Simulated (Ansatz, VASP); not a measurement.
ZnO: VASP beside Ansatz

```
Zn O
1.0
     3.18718    0.00000    0.00000
    -1.59359    2.76018    0.00000
     0.00000    0.00000    5.15319
Zn O
2 2
Cartesian
  0.0000 1.8401 0.0095
  1.5936 0.9201 2.5861
  0.0000 1.8401 1.8430
  1.5936 0.9201 4.4196
```

Alike in both runs: task single point; functional LDA; k mesh 12 × 12 × 6; occupations gaussian, width 0.05 eV; no spin polarisation.

|  | VASP | Ansatz |
| --- | --- | --- |
| version | VASP 6.6.1 | Ansatz 0.2.0 |
| potentials or method | VASP PAW LDA potentials, release 64 (Zn, O), cutoff 520 eV | scalar-relativistic, plane waves, PAW |
| valence electrons in the cell | 36 | 36 |

```tsv
	VASP	Ansatz	Ansatz less VASP
gap on the k mesh at the Fermi level (eV)	0.88	0.87	-0.012
least direct gap on the mesh (eV)	0.88	0.87	-0.012
pressure (GPa)	2.6	1.4	-1.20
traceless stress, the component that is largest in VASP (GPa)	11.41	10.67	-0.740
rms of the force components (eV/Å)	0.752	0.713	-0.0393
```

Ansatz warns that its potentials were made for another functional, while VASP's fit it. LDA's correlation is that of Perdew and Zunger in VASP and of Perdew and Wang (1992) in Ansatz. Atom by atom the forces differ by 0.039 eV/Å (rms over components).
